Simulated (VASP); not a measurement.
Here is a VASP 6.6.1 calculation.

INCAR

```
SYSTEM = KI
  ALGO = Normal
  EDIFF = 1E-6
  ENCUT = 520
  GGA = PE
  ISIF = 2
  ISMEAR = -1
  LASPH = .True.
  LCHARG = .True.
  LELF = .True.
  LREAL = .False.
  LVHAR = .True.
  LWAVE = .False.
  NBANDS = 24
  NELM = 80
  PREC = Accurate
  SIGMA = 0.02
```

Contents of KPOINTS:

```
k-points
0
Gamma
  6 6 4
  0 0 0
```

Contents of POSCAR:

```
KI
1.0
    6.3890799779      0.0000000000      0.0000000000
   -3.1945399890      5.2297784193      0.0000000000
    0.0000000000      0.0000000000      7.0391091533
K I
2 2
Direct
    0.3293395609      0.6586791219      0.2500000000
    0.6706604391      0.3413208781      0.7500000000
    0.6714627651      0.3429255303      0.2500000000
    0.3285372349      0.6570744697      0.7500000000
```

Potentials or basis: VASP PAW PBE potentials, release 64 (K_sv, I).

The run is started by

```console
$ cat potpaw_PBE.64/K_sv/POTCAR potpaw_PBE.64/I/POTCAR > POTCAR
$ mpirun -np 1 vasp_std > vasp.out
```

(1) Estimate the band gap on the k mesh.

(2) Predict the pressure.

(3) What does it give for the largest force?

## Answers

(1) 3.72 eV, direct.

(2) -0.2 GPa.

(3) 0.004 eV/Å.

Caveat: the cell differs from its parent crystal (uniaxial x strain +5.8%); spin-orbit coupling is left out, which moves the levels of the heavy elements.
